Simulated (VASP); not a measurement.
Wanted: the native input for a VASP 6.6.1 run.

- Task: single point
- Functional: PBE
- Potentials or basis: VASP PAW PBE potentials, release 64 (Zn, Se, S)
- Cutoff: 520 eV
- k mesh: 6 × 6 × 2
- Occupations: gaussian, width 0.1 eV
- Spin: no spin polarisation
- Dipole correction: no
- Further INCAR settings: ALGO = Normal; EDIFF = 1e-06; NBANDS = 36

The structure of Zn3SeS2 lies in POSCAR:

```
Zn3SeS2
1.0
    3.9172799000      0.0000000000      0.0000000000
   -1.9586399000      3.3924639000      0.0000000000
    0.0000000000      0.0000000000      9.5996207000
Zn Se S
3 1 2
Direct
    0.0000000000      0.0000000000      0.0095910000
    0.6666667000      0.3333333000      0.3334870000
    0.3333333000      0.6666667000      0.6565060000
    0.0000000000      0.0000000000      0.7514400000
    0.6666667000      0.3333333000      0.0874180000
    0.3333333000      0.6666667000      0.4115570000
```

These files were run (other wordings do the same):

INCAR

```
PREC     = Accurate       # precision mode
ENCUT    = 520            # plane-wave cutoff, eV
EDIFF    = 1E-6           # SCF threshold, eV
ISMEAR   = 0              # smearing method
SIGMA    = 0.1            # smearing width, eV
LREAL    = F              # projectors in reciprocal space
LASPH    = T              # aspherical terms in the spheres
NELM     = 100            # most SCF steps
ALGO     = Normal         # electronic algorithm
ISIF     = 2              # what is computed and relaxed
LWAVE    = F              # write WAVECAR
LCHARG   = T              # write CHGCAR
GGA      = PE             # functional
LELF     = T              # ELF
LVHAR    = T            
NBANDS   = 36             # bands
```

KPOINTS

```
regular mesh
0
Gamma
  6 6 2
```

Potentials or basis: VASP PAW PBE potentials, release 64 (Zn, Se, S).

Run with:

```bash
$ cat potpaw_PBE.64/Zn/POTCAR potpaw_PBE.64/Se/POTCAR potpaw_PBE.64/S/POTCAR > POTCAR
$ mpirun -np 1 vasp_std > vasp.out
```

Results of the run:

- Pressure: 0.2 GPa
- Largest force: 0.010 eV/Å
- Band gap on the k mesh: 1.43 eV

Wall time 36 s on 1 thread of AMD EPYC 9R45 96-Core Processor (Zen 5) (shared host), peak memory 0.23 GiB.
